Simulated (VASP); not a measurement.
Crystal: PtSe2.

```
Pt Se
1.0
     3.72400    0.00000    0.00000
    -1.86200    3.22508    0.00000
     0.00000    0.00000    5.06200
Pt Se
1 2
Direct
  0.00000 0.00000 0.00000
  0.66667 0.33333 0.75000
  0.33333 0.66667 0.25000
```

- Program: VASP 6.6.1
- Task: relaxation of cell and atoms
- Functional: revPBE
- Dispersion: D4
- Potentials or basis: VASP PAW PBE potentials, release 64 (Pt, Se)
- Cutoff: 600 eV
- k mesh: 8 × 8 × 5
- Occupations: fermi-dirac, width 0.05 eV
- Spin: no spin polarisation

At the start: pressure 2.3 GPa; volume 20.27 Å³/atom.

Question: Where does the relaxation end?

Answer: Over 15 steps the energy falls by 28.9 meV/atom and the volume is 19.26 Å³/atom (-5.0 %); space group P-3m1 (No. 164, to 0.1 Å) before and after.

The path:
```csv
step,energy change (eV),largest force (eV/Å),pressure (GPa),volume (Å³)
1,0.0000,0.6997,2.30,60.80
2,0.0052,0.1434,-5.00,63.38
3,-0.0203,0.2835,-1.36,61.99
4,-0.0387,0.2239,-1.17,61.17
5,-0.0735,0.0140,-0.18,58.77
6,-0.0751,0.1286,0.37,57.90
7,-0.0754,0.0887,0.19,58.19
8,-0.0848,0.1364,-0.31,57.81
9,-0.0851,0.1467,-0.39,57.74
10,-0.0835,0.1078,1.60,57.06
11,-0.0861,0.0506,0.36,57.47
12,-0.0867,0.0030,-0.07,57.76
13,-0.0867,0.0125,0.02,57.70
14,-0.0868,0.0052,0.02,57.73
15,-0.0868,0.0043,0.04,57.78
```

Final structure:
```yaml
crystal:
  lattice:
    - [3.75959, 0.00000, 0.00000]
    - [-1.87980, 3.25590, 0.00000]
    - [0.00000, 0.00000, 4.72015]
  atoms:
    - { symbol: Pt, position: [0.00000, 0.00000, 0.00000] }
    - { symbol: Se, position: [0.66667, 0.33333, 0.72806] }
    - { symbol: Se, position: [0.33333, 0.66667, 0.27194] }
```

Caveat: the PAW data sets were made with another functional, which shifts forces and pressure a little.
